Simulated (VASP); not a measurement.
# CdS (P6_3mc) in VASP: notebook

CdS is run at these levels: PBE; tasks: single point.

Program: VASP 6.6.1. These are calculated values, not measurements. Logs are shortened: lines on timing, memory, paths and dates and some standing lists are left out, and cuts for length are marked.

## (1) The cell of the first run

The structure is hexagonal, space group P6_3mc (No. 186). Conventional cell: a = 4.279 Å, b = 4.279 Å, c = 6.962 Å, α = 90.00°, β = 90.00°, γ = 120.00°. Within 3.5 Å of Cd (site symmetry 3m) lie 4 S at 2.62 Å. Within 3.5 Å of S (site symmetry 3m) lie 4 Cd at 2.62 Å.

## (2) Single point, PBE (27.60 Å³/atom)

The input, INCAR:

```
SYSTEM = CdS
PREC = Accurate
ENCUT = 630
EDIFF = 1E-6
ISMEAR = 0
SIGMA = 0.02
LREAL = .FALSE.
LASPH = .TRUE.
NELM = 120
ALGO = Normal
ISIF = 2
LWAVE = .FALSE.
LCHARG = .FALSE.
GGA = PE
NBANDS = 34
GGA_COMPAT = .FALSE.
```

The input, KPOINTS:

```
Automatic mesh
0
G
  6 6 4
  0 0 0
```

The input, POSCAR:

```
CdS
1.0
    4.2792733006      0.0000000000      0.0000000000
   -2.1396366503      3.7059593881      0.0000000000
    0.0000000000      0.0000000000      6.9618252670
Cd S
2 2
Direct
    0.3333333333      0.6666666667     -0.0008015542
    0.6666666667      0.3333333333      0.4991984458
    0.3333333333      0.6666666667      0.3758015542
    0.6666666667      0.3333333333      0.8758015542
```

Potentials or basis: VASP PAW PBE potentials, release 64 (Cd_sv_GW, S).

The run is started by

```console
cat potpaw_PBE.64/Cd_sv_GW/POTCAR potpaw_PBE.64/S/POTCAR > POTCAR
mpirun -np 1 vasp_std > vasp.out
```

OUTCAR:

```text
SYSTEM = CdS
   PREC = Accurate
   ENCUT = 630
   EDIFF = 1E-6
   ISMEAR = 0
   LREAL = .FALSE.
   LASPH = .TRUE.
   NELM = 120
   ISIF = 2
   GGA = PE

 ion  position               nearest neighbor table
   1  0.333  0.667  0.999-   4 2.62   4 2.62   4 2.62   3 2.62
   2  0.667  0.333  0.499-   3 2.62   3 2.62   3 2.62   4 2.62
   3  0.333  0.667  0.376-   2 2.62   2 2.62   2 2.62   1 2.62
   4  0.667  0.333  0.876-   1 2.62   1 2.62   1 2.62   2 2.62

  LATTYP: Found a hexagonal cell.
 ALAT       =     4.2792733006
 C/A-ratio  =     1.6268709143

  Lattice vectors:

 A1 = (   4.2792733006,   0.0000000000,   0.0000000000)
 A2 = (  -2.1396366503,   3.7059593881,   0.0000000000)
 A3 = (   0.0000000000,   0.0000000000,   6.9618252670)

Analysis of symmetry for initial positions (statically):
=====================================================================
 Subroutine PRICEL returns:
 Original cell was already a primitive cell.

 Routine SETGRP: Setting up the symmetry group for a
 hexagonal supercell.

 Subroutine GETGRP returns: Found 12 space group operations
 (whereof  6 operations were pure point group operations)
 out of a pool of 24 trial point group operations.

The static configuration has the point symmetry C_3v.
 The point group associated with its full space group is C_6v.

Analysis of symmetry for dynamics (positions and initial velocities):
=====================================================================
 Subroutine PRICEL returns:
 Original cell was already a primitive cell.

 Routine SETGRP: Setting up the symmetry group for a
 hexagonal supercell.

 Subroutine GETGRP returns: Found 12 space group operations
 (whereof  6 operations were pure point group operations)
 out of a pool of 24 trial point group operations.

The dynamic configuration has the point symmetry C_3v.
 The point group associated with its full space group is C_6v.

 Subroutine INISYM returns: Found 12 space group operations
 (whereof  6 operations are pure point group operations),
 and found     1 'primitive' translations

----------------------------------------------------------------------------------------

                                     Primitive cell

  volume of cell :     110.4063

  direct lattice vectors                    reciprocal lattice vectors
     4.279273301  0.000000000  0.000000000     0.233684537  0.134917830  0.000000000
    -2.139636650  3.705959388  0.000000000     0.000000000  0.269835661  0.000000000
     0.000000000  0.000000000  6.961825267     0.000000000  0.000000000  0.143640491
[... 85 lines left out ...]
   LREAL  =      F    real-space projection
   EDIFFG = 0.1E-04   stopping-criterion for IOM
   NSW    =      0    number of steps for IOM
   IBRION =     -1    ionic relax: 0-MD 1-quasi-New 2-CG
   NFREE  =      0    steps in history (QN), initial steepest desc. (CG)
   ISIF   =      2    stress and relaxation
   ISYM   =      2    0-nonsym 1-usesym 2-fastsym
   POTIM  = 0.5000    time-step for ionic-motion
   TEBEG  =    0.0;   TEEND  =   0.0 temperature during run
   PSTRESS=    0.0 pullay stress
   NELECT =      52.0000    total number of electrons
   NUPDOWN=      -1.0000    fix difference up-down
   EMIN   =  10.00;   EMAX   =-10.00  energy-range for DOS
   EFERMI =   0.00;   METHOD = LEGACY
   ISMEAR =     0;   SIGMA  =   0.02  broadening in eV -4-tet -1-fermi 0-gaus
   EFERMI_NEDOS =   21; number of points for ismear=-14 and -15
   IALGO  =     38    algorithm
   IMIX   =      4    mixing-type and parameters
     AMIX     =   0.40;   BMIX     =  1.00
     AMIX_MAG =   1.60;   BMIX_MAG =  1.00
  volume/ion in A,a.u.               =      27.60       186.26
  Fermi-wavevector in a.u.,A,eV,Ry     =   1.273732  2.407004 22.073995  1.622393
  Thomas-Fermi vector in A             =   2.406539
   LORBIT       =      0    0 simple, 1 ext, 2 COOP (PROOUT), +10 PAW based schemes
   GGA     = PE    functional components
   LHFCALC =     F    Hartree Fock is set to
   AEXX    =    0.0000 exact exchange contribution
   IVDW    =     0    specifies the selected vdW correction
   LEPSILON=     F    determine dielectric tensor
   LRPA    =     F    only Hartree local field effects (RPA)
 non-spin polarized calculation
 Gauss-broadening in eV      SIGMA  =   0.02
  energy-cutoff  :      630.00
  volume of cell :      110.41
 maximum number of plane-waves:      3995
 NGX is ok and might be reduce to    36
   NGX = 17   NGY = 17   NGZ = 29

 number of electron      52.0000027 magnetization

 Free energy of the ion-electron system (eV)
  ---------------------------------------------------
  ext. energy  EPLUGINS =         0.00000000
  ---------------------------------------------------
  free energy    TOTEN  =       -12.39194612 eV

  energy without entropy =      -12.39194612  energy(sigma->0) =      -12.39194612

 E-fermi :   2.0884     XC(G=0):  -8.7544

 val. band max:        1.8520984616   @ k =   0.0000   0.0000   0.0000
 cond. band min:       2.8226219738   @ k =   0.0000   0.0000   0.0000
 fundamental gap:      0.9705235121
 Fermi energy:         2.0883945725

 k-point     1 :       0.0000    0.0000    0.0000
  band No.  band energies     occupation
      1     -99.3252      2.00000
      2     -99.3252      2.00000
      3     -60.3862      2.00000
      4     -60.3859      2.00000
      5     -60.3859      2.00000
      6     -60.3859      2.00000
[... 766 lines left out ...]
     33      11.0785      0.00000
     34      11.0964      0.00000

------------------------ aborting loop because EDIFF is reached ----------------------------------------

  FORCE on cell =-STRESS in cart. coord.  units (eV):
  Direction    XX          YY          ZZ          XY          YZ          ZX
  --------------------------------------------------------------------------------------
  -------------------------------------------------------------------------------------
  Total       -1.9534912     -1.9534912     -1.9487489      0.0000000      0.0000000     -0.0000000
  in kB      -28.3483798    -28.3483798    -28.2795619      0.0000000      0.0000000     -0.0000000
  external PRESSURE =     -28.3254405 kB  Pullay stress =       0.0000000 kB

 VOLUME and BASIS-vectors are now :
 -----------------------------------------------------------------------------
  energy-cutoff  :      630.00
  volume of cell :      110.41
      direct lattice vectors                 reciprocal lattice vectors
     4.279273301  0.000000000  0.000000000     0.233684537  0.134917830  0.000000000
    -2.139636650  3.705959388  0.000000000     0.000000000  0.269835661  0.000000000
     0.000000000  0.000000000  6.961825267     0.000000000  0.000000000  0.143640491

 POSITION                                       TOTAL-FORCE (eV/Angst)
 -----------------------------------------------------------------------------------
     -0.00000      2.47064      6.95624        -0.000000      0.000000     -0.002634
      2.13964      1.23532      3.47533         0.000000     -0.000000     -0.002634
     -0.00000      2.47064      2.61626         0.000000      0.000000      0.002634
      2.13964      1.23532      6.09718         0.000000      0.000000      0.002634
 -----------------------------------------------------------------------------------
    total drift:                               -0.000001      0.000000      0.002193

  FREE ENERGIE OF THE ION-ELECTRON SYSTEM (eV)
  ---------------------------------------------------
  free  energy   TOTEN  =       -12.3919461245 eV

  energy  without entropy=      -12.3919461245  energy(sigma->0) =      -12.39194612
```

Run time: 66 s. Hardware: 1 thread of Intel Xeon Platinum 8488C (Sapphire Rapids), shared host; peak memory 0.31 GiB.

Results:

```yaml
Free_energy: -12.3919 eV
Pressure: -2.8 GPa
Band_gap_on_the_k_mesh: 0.97 eV
```

Forces in eV/Å, atoms in the order of the input:
```
Cd   0.000  0.000 -0.003
Cd   0.000  0.000 -0.003
S    0.000  0.000  0.003
S    0.000  0.000  0.003
```

## (3) Single point, PBE (26.82 Å³/atom)

This run uses another cell than the first one, of 26.82 Å³/atom.

The input, INCAR:

```
SYSTEM = CdS
ALGO = Normal
EDIFF = 1E-6
ENCUT = 630
GGA = PE
GGA_COMPAT = .False.
ISIF = 2
ISMEAR = 0
LASPH = .True.
LCHARG = .True.
LELF = .True.
LREAL = .False.
LVHAR = .True.
LWAVE = .False.
NBANDS = 34
NELM = 120
PREC = Accurate
SIGMA = 0.02
```

The input, KPOINTS:

```
k-points
0
Gamma
  6 6 4
  0 0 0
```

The input, POSCAR:

```
CdS
1.0
    4.2385158404      0.0000000000      0.0000000000
   -2.1192579202      3.6706623921      0.0000000000
    0.0000000000      0.0000000000      6.8955181404
Cd S
2 2
Direct
    0.3333333333      0.6666666667     -0.0008015542
    0.6666666667      0.3333333333      0.4991984458
    0.3333333333      0.6666666667      0.3758015542
    0.6666666667      0.3333333333      0.8758015542
```

Potentials or basis: VASP PAW PBE potentials, release 64 (Cd_sv_GW, S).

The run is started by

```console
cat potpaw_PBE.64/Cd_sv_GW/POTCAR potpaw_PBE.64/S/POTCAR > POTCAR
mpirun -np 1 vasp_std > vasp.out
```

Run time: 59 s. Hardware: 1 thread of Intel Xeon 6975P-C (Granite Rapids), shared host; peak memory 0.3 GiB.

The run converged. Its results:

- Free energy: -12.4329 eV
- Pressure: -1.6 GPa
- Band gap on the k mesh: 1.04 eV

Levels at points of the mesh, in eV from the valence-band top:
| k point | band 22 | band 23 | band 24 | band 25 | band 26 | band 27 | band 28 | band 29 | band 30 | band 31 |
| --- | --- | --- | --- | --- | --- | --- | --- | --- | --- | --- |
| (0.00, 0.00, 0.00) | -0.65 | -0.65 | -0.03 | 0.00 | 0.00 | 1.04 | 2.69 | 6.49 | 6.49 | 6.78 |
| (0.50, 0.00, 0.00) | -3.23 | -2.32 | -1.63 | -1.11 | -0.65 | 3.54 | 3.86 | 5.14 | 6.14 | 7.03 |
| (0.00, 0.00, 0.50) | -2.29 | -0.34 | -0.34 | -0.34 | -0.34 | 2.68 | 2.68 | 6.09 | 6.09 | 6.82 |
| (0.50, 0.00, 0.50) | -3.76 | -1.17 | -1.17 | -1.16 | -1.16 | 3.43 | 3.43 | 5.33 | 5.33 | 7.70 |
